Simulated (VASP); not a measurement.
Wanted: the native input for a VASP 6.6.1 run.

| Item | Value |
| --- | --- |
| Task | single point |
| Functional | PBE |
| Potentials or basis | VASP PAW PBE potentials, release 64 (Na_pv, S) |
| Cutoff | 500 eV |
| k mesh | 6 × 6 × 6 |
| Occupations | gaussian, width 0.02 eV |
| Spin | no spin polarisation |
| Dipole correction | no |
| Further INCAR settings | ALGO = Normal; EDIFF = 1e-06; NBANDS = 17 |

The structure of Na2S lies in POSCAR:

```
Na2S
1.0
    0.0000000000      3.2839004104      3.2839004104
    3.2839004104      0.0000000000      3.2839004104
    3.2839004104      3.2839004104      0.0000000000
Na S
2 1
Direct
    0.2500000000      0.2500000000      0.2500000000
    0.7500000000      0.7500000000      0.7500000000
    0.0000000000      0.0000000000      0.0000000000
```

One way to write it, as run:

INCAR

```
  PREC = Accurate
  ENCUT = 500
  EDIFF = 1E-6
  ISMEAR = 0
  SIGMA = 0.02
  LREAL = False
  LASPH = True
  NELM = 120
  ALGO = Normal
  ISIF = 2
  LWAVE = False
  LCHARG = True
  GGA = PE
  LELF = True
  LVHAR = True
  NBANDS = 17
  GGA_COMPAT = False
```

KPOINTS

```
Automatic mesh
0
Gamma
  6 6 6
```

Potentials or basis: VASP PAW PBE potentials, release 64 (Na_pv, S).

Run with:

```sh
$ cat potpaw_PBE.64/Na_pv/POTCAR potpaw_PBE.64/S/POTCAR > POTCAR
$ mpirun -np 1 vasp_std > vasp.out
```

Results of the run:

```json
{
 "Pressure": "0.0 GPa",
 "Band gap on the k mesh": "2.45 eV, direct"
}
```

It took 9.9 s on 1 thread of Intel(R) Xeon(R) 6975P-C (Granite Rapids), on a shared host, peak memory 0.19 GiB.
